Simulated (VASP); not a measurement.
# Sr2B3 (P4/mbm) in VASP: further runs

Aim: see how the results for Sr2B3 move with the level of theory and the settings. Levels: PBE, PBE+D3(BJ). Tasks: single point.

Program: VASP 6.6.1. These are calculated values, not measurements. Logs are shortened: lines on timing, memory, paths and dates and some standing lists are left out, and cuts for length are marked.

## Step 1: The cell of the first run

It takes space group P4/mbm (No. 127, tetragonal). Conventional cell: a = 6.758 Å, b = 6.758 Å, c = 3.944 Å, α = 90.00°, β = 90.00°, γ = 90.00°. B (site symmetry m2m) has 3 B at 2.46 to 2.66 Å and 6 Sr at 2.73 to 2.85 Å within 3.2 Å. B (site symmetry 4/m) has 4 B at 2.66 Å and 8 Sr at 3.18 Å within 3.5 Å. Within 3.6 Å of Sr (site symmetry m2m) lie 10 B at 2.73 to 3.18 Å and 5 Sr at 3.31 to 3.53 Å.

## Step 2: Single point, PBE

INCAR

```
SYSTEM = Sr2B3
PREC = Accurate
ENCUT = 520
EDIFF = 1E-6
ISMEAR = -1
SIGMA = 0.0901
LREAL = .False.
LASPH = .True.
NELM = 60
ALGO = Normal
ISIF = 2
LWAVE = .False.
LCHARG = .True.
GGA = PE
LELF = .True.
LVHAR = .True.
NBANDS = 40
```

KPOINTS

```
Automatic mesh
0
Gamma
  3 3 5
  0 0 0
```

POSCAR

```
Sr2B3
1.0
    6.7575650000      0.0000000000      0.0000000000
    0.0000000000      6.7575650000      0.0000000000
    0.0000000000      0.0000000000      3.9437300000
B Sr
6 4
Direct
    0.3714000000      0.8714000000      0.5000000000
    0.1286000000      0.3714000000      0.5000000000
    0.6286000000      0.1286000000      0.5000000000
    0.8714000000      0.6286000000      0.5000000000
    0.0000000000      0.0000000000      0.5000000000
    0.5000000000      0.5000000000      0.5000000000
    0.1734000000      0.6734000000      0.0000000000
    0.3266000000      0.1734000000      0.0000000000
    0.8266000000      0.3266000000      0.0000000000
    0.6734000000      0.8266000000      0.0000000000
```

Potentials or basis: VASP PAW PBE potentials, release 64 (B, Sr_sv).

Command:

```sh
cat potpaw_PBE.64/B/POTCAR potpaw_PBE.64/Sr_sv/POTCAR > POTCAR
mpirun -np 1 vasp_std > vasp.out
```

OUTCAR:

```text
SYSTEM = Sr2B3
   PREC = Accurate
   ENCUT = 520
   EDIFF = 1E-6
   ISMEAR = -1
   LREAL = .False.
   LASPH = .True.
   NELM = 60
   ISIF = 2
   GGA = PE

 ion  position               nearest neighbor table
   1  0.371  0.871  0.500-   7 2.73   7 2.73  10 2.85   8 2.85   8 2.85  10 2.85
   2  0.129  0.371  0.500-   8 2.73   8 2.73   9 2.85   7 2.85   7 2.85   9 2.85
   3  0.629  0.129  0.500-   9 2.73   9 2.73  10 2.85   8 2.85   8 2.85  10 2.85
   4  0.871  0.629  0.500-  10 2.73  10 2.73   7 2.85   7 2.85   9 2.85   9 2.85
   5  0.000  0.000  0.500-   7 3.18   8 3.18   9 3.18  10 3.18   7 3.18   8 3.18   9 3.18  10 3.18

   6  0.500  0.500  0.500-   7 3.18   8 3.18   9 3.18  10 3.18   7 3.18   8 3.18   9 3.18  10 3.18

   7  0.173  0.673  0.000-   1 2.73   1 2.73   4 2.85   2 2.85   2 2.85   4 2.85   6 3.18   5 3.18
                             5 3.18   6 3.18   9 3.31  10 3.53   8 3.53   8 3.53  10 3.53   9 5.00
   8  0.327  0.173  0.000-   2 2.73   2 2.73   3 2.85   1 2.85   1 2.85   3 2.85   6 3.18   5 3.18
                             5 3.18   6 3.18  10 3.31   7 3.53   9 3.53   7 3.53   9 3.53  10 5.00
   9  0.827  0.327  0.000-   3 2.73   3 2.73   4 2.85   2 2.85   2 2.85   4 2.85   6 3.18   5 3.18
                             5 3.18   6 3.18   7 3.31  10 3.53   8 3.53  10 3.53   8 3.53   7 5.00
  10  0.673  0.827  0.000-   4 2.73   4 2.73   1 2.85   1 2.85   3 2.85   3 2.85   6 3.18   5 3.18
                             5 3.18   6 3.18   8 3.31   9 3.53   7 3.53   9 3.53   7 3.53   8 5.00

  LATTYP: Found a simple tetragonal cell.
 ALAT       =     6.7575650000
 C/A-ratio  =     0.5836022295

  Lattice vectors:

 A1 = (   6.7575650000,   0.0000000000,   0.0000000000)
 A2 = (   0.0000000000,   6.7575650000,   0.0000000000)
 A3 = (   0.0000000000,   0.0000000000,   3.9437300000)

Analysis of symmetry for initial positions (statically):
=====================================================================
 Subroutine PRICEL returns:
 Original cell was already a primitive cell.

 Routine SETGRP: Setting up the symmetry group for a
 simple tetragonal supercell.

 Subroutine GETGRP returns: Found 16 space group operations
 (whereof  8 operations were pure point group operations)
 out of a pool of 16 trial point group operations.

The static configuration has the point symmetry C_4h.
 The point group associated with its full space group is D_4h.

Analysis of symmetry for dynamics (positions and initial velocities):
=====================================================================
 Subroutine PRICEL returns:
 Original cell was already a primitive cell.

 Routine SETGRP: Setting up the symmetry group for a
 simple tetragonal supercell.

 Subroutine GETGRP returns: Found 16 space group operations
 (whereof  8 operations were pure point group operations)
 out of a pool of 16 trial point group operations.

The dynamic configuration has the point symmetry C_4h.
 The point group associated with its full space group is D_4h.

 Subroutine INISYM returns: Found 16 space group operations
 (whereof  8 operations are pure point group operations),
 and found     1 'primitive' translations

----------------------------------------------------------------------------------------

                                     Primitive cell

  volume of cell :     180.0892

  direct lattice vectors                    reciprocal lattice vectors
     6.757565000  0.000000000  0.000000000     0.147982298  0.000000000  0.000000000
     0.000000000  6.757565000  0.000000000     0.000000000  0.147982298  0.000000000
     0.000000000  0.000000000  3.943730000     0.000000000  0.000000000  0.253567055

  length of vectors
     6.757565000  6.757565000  3.943730000     0.147982298  0.147982298  0.253567055

  position of ions in fractional coordinates (direct lattice)
     0.371400000  0.871400000  0.500000000
     0.128600000  0.371400000  0.500000000
     0.628600000  0.128600000  0.500000000
     0.871400000  0.628600000  0.500000000
     0.000000000  0.000000000  0.500000000
     0.500000000  0.500000000  0.500000000
     0.173400000  0.673400000  0.000000000
     0.326600000  0.173400000  0.000000000
     0.826600000  0.326600000  0.000000000
     0.673400000  0.826600000  0.000000000

  ion indices of the primitive-cell ions
   primitive index   ion index
                 1           1
                 2           2
                 3           3
                 4           4
                 5           5
                 6           6
                 7           7
                 8           8
                 9           9
                10          10

----------------------------------------------------------------------------------------

 KPOINTS: Automatic mesh

Automatic generation of k-mesh.
 Grid dimensions read from file:
 generate k-points for:    3    3    5

 Generating k-lattice:

  Cartesian coordinates                     Fractional coordinates (reciprocal lattice)
     0.049327433  0.000000000  0.000000000     0.333333333  0.000000000  0.000000000
     0.000000000  0.049327433  0.000000000     0.000000000  0.333333333  0.000000000
     0.000000000  0.000000000  0.050713411     0.000000000  0.000000000  0.200000000

  Length of vectors
     0.049327433  0.049327433  0.050713411

  Shift w.r.t. Gamma in fractional coordinates (k-lattice)
     0.000000000  0.000000000  0.000000000

 Subroutine IBZKPT returns following result:
 ===========================================

 Found      9 irreducible k-points:

 Following reciprocal coordinates:
            Coordinates               Weight
  0.000000  0.000000  0.000000      1.000000
  0.333333  0.000000  0.000000      4.000000
  0.333333  0.333333  0.000000      4.000000
  0.000000  0.000000  0.200000      2.000000
  0.333333  0.000000  0.200000      8.000000
  0.333333  0.333333  0.200000      8.000000
  0.000000  0.000000  0.400000      2.000000
  0.333333  0.000000  0.400000      8.000000
  0.333333  0.333333  0.400000      8.000000
   k-points           NKPTS =      9   k-points in BZ     NKDIM =      9   number of bands    NBANDS=     40
   number of dos      NEDOS =    301   number of ions     NIONS =     10
   total plane-waves  NPLWV =  75000
   dimension x,y,z NGX =    50 NGY =   50 NGZ =   30
   dimension x,y,z NGXF=   100 NGYF=  100 NGZF=   60
   ions per type =               6   4
   NGX,Y,Z   is equivalent  to a cutoff of  12.30, 12.30, 12.65 a.u.
   NGXF,Y,Z  is equivalent  to a cutoff of  24.60, 24.60, 25.29 a.u.
 SYSTEM =  Sr2B3
   PREC   = accura    normal or accurate (medium, high low for compatibility)
   ISTART =      0    job   : 0-new  1-cont  2-samecut
   ICHARG =      2    charge: 1-file 2-atom 10-const
   ISPIN  =      1    spin polarized calculation?
   LNONCOLLINEAR =      F non collinear calculations
   LSORBIT =      F    spin-orbit coupling
   LASPH  =      T    aspherical Exc in radial PAW
   ENCUT  =  520.0 eV  38.22 Ry    6.18 a.u.  12.56 12.56  7.33*2*pi/ulx,y,z
   NELM   =     60;   NELMIN=  2; NELMDL= -5     # of ELM steps
   EDIFF  = 0.1E-05   stopping-criterion for ELM
   LREAL  =      F    real-space projection
   EDIFFG = 0.1E-04   stopping-criterion for IOM
   NSW    =      0    number of steps for IOM
   IBRION =     -1    ionic relax: 0-MD 1-quasi-New 2-CG
   NFREE  =      0    steps in history (QN), initial steepest desc. (CG)
   ISIF   =      2    stress and relaxation
   ISYM   =      2    0-nonsym 1-usesym 2-fastsym
   POTIM  = 0.5000    time-step for ionic-motion
   TEBEG  =    0.0;   TEEND  =   0.0 temperature during run
   PSTRESS=    0.0 pullay stress
   NELECT =      58.0000    total number of electrons
   NUPDOWN=      -1.0000    fix difference up-down
   EMIN   =  10.00;   EMAX   =-10.00  energy-range for DOS
   EFERMI =   0.00;   METHOD = LEGACY
   ISMEAR =    -1;   SIGMA  =   0.09  broadening in eV -4-tet -1-fermi 0-gaus
   EFERMI_NEDOS =   21; number of points for ismear=-14 and -15
   IALGO  =     38    algorithm
   IMIX   =      4    mixing-type and parameters
     AMIX     =   0.40;   BMIX     =  1.00
     AMIX_MAG =   1.60;   BMIX_MAG =  1.00
  volume/ion in A,a.u.               =      18.01       121.53
  Fermi-wavevector in a.u.,A,eV,Ry     =   1.122160  2.120576 17.133055  1.259244
  Thomas-Fermi vector in A             =   2.258819
   LORBIT       =      0    0 simple, 1 ext, 2 COOP (PROOUT), +10 PAW based schemes
   GGA     = PE    functional components
   LHFCALC =     F    Hartree Fock is set to
   AEXX    =    0.0000 exact exchange contribution
   IVDW    =     0    specifies the selected vdW correction
   LEPSILON=     F    determine dielectric tensor
   LRPA    =     F    only Hartree local field effects (RPA)
 non-spin polarized calculation
  energy-cutoff  :      520.00
  volume of cell :      180.09
 maximum number of plane-waves:      4895
 NGX is ok and might be reduce to    50
   NGX = 25   NGY = 25   NGZ = 15

 number of electron      58.0000000 magnetization

 Free energy of the ion-electron system (eV)
  ---------------------------------------------------
  ext. energy  EPLUGINS =         0.00000000
  ---------------------------------------------------
  free energy    TOTEN  =       -34.41275929 eV

  energy without entropy =      -34.15729759  energy(sigma->0) =      -34.28502844

 E-fermi :   2.9963     XC(G=0):  -9.9083

 val. band max:        2.9923114209   @ k =   0.3333   0.0000   0.4000
 cond. band min:       3.0004169394   @ k =   0.3333   0.0000   0.4000
 fundamental gap:      0.0081055185
 Fermi energy:         2.9962867955

 k-point     1 :       0.0000    0.0000    0.0000
  band No.  band energies     occupation
      1     -31.1365      2.00000
      2     -31.0214      2.00000
      3     -31.0206      2.00000
      4     -31.0206      2.00000
      5     -13.9855      2.00000
      6     -13.5464      2.00000
[... 32 lines left out ...]
     39       6.4140      0.00000
     40       6.9736      0.00000

 k-point     2 :       0.3333    0.0000    0.0000
  band No.  band energies     occupation
      1     -31.1145      2.00000
      2     -31.0645      2.00000
      3     -31.0140      2.00000
      4     -31.0064      2.00000
      5     -13.9134      2.00000
      6     -13.7149      2.00000
[... 32 lines left out ...]
     39       6.7846      0.00000
     40       7.3375      0.00000

 k-point     3 :       0.3333    0.3333    0.0000
  band No.  band energies     occupation
      1     -31.0979      2.00000
      2     -31.0694      2.00000
      3     -31.0212      2.00000
      4     -31.0113      2.00000
      5     -13.8150      2.00000
      6     -13.6370      2.00000
[... 32 lines left out ...]
     39       6.8537      0.00000
     40       7.3475      0.00000

 k-point     4 :       0.0000    0.0000    0.2000
  band No.  band energies     occupation
      1     -31.1299      2.00000
      2     -31.0157      2.00000
      3     -31.0148      2.00000
      4     -31.0148      2.00000
      5     -13.9517      2.00000
      6     -13.5202      2.00000
[... 32 lines left out ...]
     39       6.6685      0.00000
     40       6.9404      0.00000

 k-point     5 :       0.3333    0.0000    0.2000
  band No.  band energies     occupation
      1     -31.1080      2.00000
      2     -31.0584      2.00000
      3     -31.0083      2.00000
      4     -31.0007      2.00000
      5     -13.8810      2.00000
      6     -13.6864      2.00000
[... 32 lines left out ...]
     39       6.9454      0.00000
     40       7.3192      0.00000

 k-point     6 :       0.3333    0.3333    0.2000
  band No.  band energies     occupation
      1     -31.0916      2.00000
      2     -31.0633      2.00000
      3     -31.0154      2.00000
      4     -31.0056      2.00000
      5     -13.7845      2.00000
      6     -13.6101      2.00000
[... 32 lines left out ...]
     39       7.3522      0.00000
     40       7.5837      0.00000

 k-point     7 :       0.0000    0.0000    0.4000
  band No.  band energies     occupation
      1     -31.1192      2.00000
      2     -31.0063      2.00000
      3     -31.0054      2.00000
      4     -31.0054      2.00000
      5     -13.8948      2.00000
      6     -13.6025      2.00000
[... 32 lines left out ...]
     39       6.9190      0.00000
     40       6.9190      0.00000

 k-point     8 :       0.3333    0.0000    0.4000
  band No.  band energies     occupation
      1     -31.0976      2.00000
      2     -31.0486      2.00000
      3     -30.9989      2.00000
      4     -30.9915      2.00000
      5     -13.8269      2.00000
      6     -13.6391      2.00000
[... 32 lines left out ...]
     39       7.1117      0.00000
     40       7.1430      0.00000

 k-point     9 :       0.3333    0.3333    0.4000
  band No.  band energies     occupation
      1     -31.0814      2.00000
      2     -31.0534      2.00000
      3     -31.0060      2.00000
      4     -30.9963      2.00000
      5     -13.7330      2.00000
      6     -13.5637      2.00000
[... 32 lines left out ...]
     39       7.3995      0.00000
     40       7.7818      0.00000

------------------------ aborting loop because EDIFF is reached ----------------------------------------

  FORCE on cell =-STRESS in cart. coord.  units (eV):
  Direction    XX          YY          ZZ          XY          YZ          ZX
  --------------------------------------------------------------------------------------
  -------------------------------------------------------------------------------------
  Total       -2.2453715     -2.2453715      7.3178217      0.0000000      0.0000000      0.0000000
  in kB      -19.9761207    -19.9761207     65.1035649      0.0000000      0.0000000      0.0000000
  external PRESSURE =       8.3837745 kB  Pullay stress =       0.0000000 kB

 VOLUME and BASIS-vectors are now :
 -----------------------------------------------------------------------------
  energy-cutoff  :      520.00
  volume of cell :      180.09
      direct lattice vectors                 reciprocal lattice vectors
     6.757565000  0.000000000  0.000000000     0.147982298  0.000000000  0.000000000
     0.000000000  6.757565000  0.000000000     0.000000000  0.147982298  0.000000000
     0.000000000  0.000000000  3.943730000     0.000000000  0.000000000  0.253567055

 POSITION                                       TOTAL-FORCE (eV/Angst)
 -----------------------------------------------------------------------------------
      2.50976      5.88854      1.97186         0.800058      0.800058      0.000000
      0.86902      2.50976      1.97186        -0.800058      0.800058      0.000000
      4.24781      0.86902      1.97186        -0.800058     -0.800058      0.000000
      5.88854      4.24781      1.97186         0.800058     -0.800058     -0.000000
      0.00000      0.00000      1.97186         0.000000     -0.000000      0.000000
      3.37878      3.37878      1.97186         0.000000     -0.000000      0.000000
      1.17176      4.55054      0.00000         0.218990      0.218990      0.000000
      2.20702      1.17176      0.00000        -0.218990      0.218990      0.000000
      5.58580      2.20702      0.00000        -0.218990     -0.218990      0.000000
      4.55054      5.58580      0.00000         0.218990     -0.218990     -0.000000
 -----------------------------------------------------------------------------------
    total drift:                                0.000000      0.000000      0.000000

  FREE ENERGIE OF THE ION-ELECTRON SYSTEM (eV)
  ---------------------------------------------------
  free  energy   TOTEN  =       -34.4127592935 eV

  energy  without entropy=      -34.1572975882  energy(sigma->0) =      -34.28502844
```

Run time: 35 s. Hardware: 1 thread of Intel Xeon 6975P-C (Granite Rapids), shared host; peak memory 0.27 GiB.

Results:

```
Free energy            : -34.4128 eV
Pressure               : 0.8 GPa
Largest force          : 1.131 eV/Å
Band gap on the k mesh : zero (bands 29 and 30 overlap by 1.16 eV)
```

Forces on the atoms (eV/Å):
```
B    0.800  0.800  0.000
B   -0.800  0.800  0.000
B   -0.800 -0.800  0.000
B    0.800 -0.800  0.000
B    0.000  0.000  0.000
B    0.000  0.000  0.000
Sr   0.219  0.219  0.000
Sr  -0.219  0.219  0.000
Sr  -0.219 -0.219  0.000
Sr   0.219 -0.219  0.000
```

Stress tensor (GPa, compression positive):
```
-2.00  0.00  0.00
 0.00 -2.00  0.00
 0.00  0.00  6.51
```

Caveat: forces of over 1 eV/Å act on the atoms, so gaps and moduli don't describe the material at rest.

## Step 3: Single point, PBE

INCAR

```
  PREC = Accurate
  ENCUT = 520
  EDIFF = 1E-6
  ISMEAR = -1
  SIGMA = 0.0901
  LREAL = False
  LASPH = True
  NELM = 60
  ALGO = Normal
  ISIF = 2
  LWAVE = False
  LCHARG = False
  GGA = PE
  NBANDS = 40
```

KPOINTS

```
regular mesh
0
Gamma
  3 3 5
```

POSCAR is that of step 2.

Potentials or basis: VASP PAW PBE potentials, release 64 (B, Sr_sv).

Command:

```sh
cat potpaw_PBE.64/B/POTCAR potpaw_PBE.64/Sr_sv/POTCAR > POTCAR
mpirun -np 1 vasp_std > vasp.out
```

It took 33 s on 1 thread of Intel Xeon 6975P-C (Granite Rapids), shared host; peak memory 0.27 GiB.

The run converged. Its results:

```
Free energy            : -34.4128 eV
Pressure               : 0.8 GPa
Largest force          : 1.131 eV/Å
Band gap on the k mesh : zero (bands 29 and 30 overlap by 1.16 eV)
```

Forces in eV/Å, atoms in the order of the input:
```
B    0.800  0.800  0.000
B   -0.800  0.800  0.000
B   -0.800 -0.800  0.000
B    0.800 -0.800  0.000
B    0.000  0.000  0.000
B    0.000  0.000  0.000
Sr   0.219  0.219  0.000
Sr  -0.219  0.219  0.000
Sr  -0.219 -0.219  0.000
Sr   0.219 -0.219  0.000
```

Stress tensor (GPa, compression positive):
```
-2.00  0.00  0.00
 0.00 -2.00  0.00
 0.00  0.00  6.51
```

Levels at points of the mesh, in eV from the Fermi level:
```
           k point  band 24  band 25  band 26  band 27  band 28  band 29  band 30  band 31  band 32  band 33
(0.00, 0.00, 0.00)    -2.03    -1.53    -0.92     0.56     0.69     0.78     0.78     1.06     1.16     1.39
```

Caveat: forces of over 1 eV/Å act on the atoms, so gaps and moduli don't describe the material at rest.

(Continued in part 2 of 2.)
